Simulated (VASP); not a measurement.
Set up this calculation in VASP 6.6.1, as the native input.

* Task: single point
* Functional: PBE
* Potentials or basis: VASP PAW PBE potentials, release 64 (Bi_d, O_h)
* Cutoff: 910 eV
* k mesh: 12 × 12 × 4
* Occupations: gaussian, width 0.1 eV
* Spin: no spin polarisation
* Dipole correction: no
* Further INCAR settings: ALGO = Normal; EDIFF = 1e-06; NBANDS = 32

The structure of BiO5 lies in POSCAR:

```
BiO5
1.0
    3.4482653945      0.0000000000      0.0000000000
   -1.7241326972      2.9862854307      0.0000000000
    0.0000000000      0.0000000000     10.9091573516
Bi O
1 5
Direct
    0.6666666667      0.3333333333      0.0000000000
    0.0000000000      0.0000000000      0.8845115470
    0.6666666667      0.3333333333      0.5573868525
    0.0000000000      0.0000000000      0.5000000000
    0.6666666667      0.3333333333      0.4426131475
    0.0000000000      0.0000000000      0.1154884530
```

The cell was built from a structure type or drawn by symmetry, and may not be a known phase.

The input as run:

INCAR

```
PREC = Accurate
ENCUT = 910
EDIFF = 1E-6
ISMEAR = 0
SIGMA = 0.1
LREAL = F
LASPH = T
NELM = 120
ALGO = Normal
ISIF = 2
LWAVE = F
LCHARG = F
GGA = PE
NBANDS = 32
GGA_COMPAT = F
```

KPOINTS

```
Automatic mesh
0
Gamma
  12 12 4
```

Potentials or basis: VASP PAW PBE potentials, release 64 (Bi_d, O_h).

Run with:

```bash
$ cat potpaw_PBE.64/Bi_d/POTCAR potpaw_PBE.64/O_h/POTCAR > POTCAR
$ mpirun -np 1 vasp_std > vasp.out
```

Results of the run:

The pressure is -0.2 GPa. The largest force is 0.027 eV/Å and the band gap on the k mesh is zero (an odd number of electrons rules out a gap without spin polarisation).

Caveat: the cutoff is under 1.25 times the usual one of these potentials, so pressure, stress and relaxed cells hold a basis-set (Pulay) error; spin-orbit coupling is left out, which moves the levels of the heavy elements; an odd number of electrons without spin polarisation forces a metal; a magnetic or distorted state may lie lower.

Wall time 5.4 min on 1 thread of Intel(R) Xeon(R) 6975P-C (Granite Rapids) (shared host), peak memory 0.61 GiB.
